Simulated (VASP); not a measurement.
Here is a VASP 6.6.1 calculation.

Contents of INCAR:

```
SYSTEM = P
  PREC = Accurate
  ENCUT = 520
  EDIFF = 1E-7
  ISMEAR = 0
  SIGMA = 0.15
  LREAL = .False.
  LASPH = .True.
  NELM = 60
  ALGO = Normal
  ISIF = 2
  LWAVE = .False.
  LCHARG = .False.
  GGA = PS
  NBANDS = 12
```

File KPOINTS:

```
regular mesh
0
Gamma
  18 18 18
  0 0 0
```

POSCAR

```
P
1.0
   -1.7591704448      2.6157716388      2.0076596667
    1.7591704448     -2.6157716388      2.0076596667
    1.7591704448      2.6157716388     -2.0076596667
P
2
Direct
    0.8033091100      0.0533091100      0.7500000000
    0.1966908900      0.9466908900      0.2500000000
```

Potentials or basis: VASP PAW PBE potentials, release 64 (P).

Run with:

```bash
$ cat potpaw_PBE.64/P/POTCAR > POTCAR
$ mpirun -np 1 vasp_std > vasp.out
```

Task: Estimate the band gap on the k mesh.

Result: Zero (bands 5 and 6 overlap by 0.61 eV).

Task: Predict the largest force.

Result: 0.804 eV/Å.

Task: Estimate the pressure.

Result: -11.7 GPa.

Stress tensor (GPa, compression positive):
```
-12.79   0.00   0.00
  0.00  -9.37   0.00
  0.00   0.00 -12.98
```

Caveat: the cell differs from its parent crystal (strain +0.040 along x and y, +0.080 along z); the cell stands under tension; the PAW data sets were made with another functional, which shifts forces and pressure a little.
